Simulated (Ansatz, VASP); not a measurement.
# Two plane-wave programs on WS2

```
CELL_PARAMETERS angstrom
1.57900 0.91164 6.16333
-1.57900 0.91164 6.16333
0.00000 -1.82327 6.16333
ATOMIC_POSITIONS crystal
W 0.00000 0.00000 0.00000
S 0.58100 0.58100 0.58100
S 0.75030 0.75030 0.75030
```

Alike in both runs: functional PBEsol; k mesh 7 × 7 × 7; occupations fermi-dirac, width 0.05 eV; non-collinear spin, spin-orbit coupling.

```csv
,VASP,Ansatz
version,VASP 6.6.1,Ansatz 0.2.0
potentials or method,"VASP PAW PBE potentials, release 64 (W_sv, S)",Ansatz PAW
plane-wave cutoff (eV),520,420
valence electrons in the cell,26,26
task,single point,band structure
```

Ansatz gave:

- pressure (GPa): -0.7
- traceless stress, the component that is largest in VASP (GPa): 0.71
- rms of the force components (eV/Å): 0.246
- net moment per atom (μB): 0.00

Question: Estimate VASP's values.

Answer: Pressure (GPa): -0.3; traceless stress, the component that is largest in VASP (GPa): 0.66; rms of the force components (eV/Å): 0.244; net moment per atom (μB): 0.00.

VASP's potentials were made for PBE, not for PBEsol. Atom by atom the forces differ by 0.023 eV/Å (rms over components).

Noted on Ansatz's run: the k mesh misses the band edges, so the gap on the mesh is wider than the one along the path.
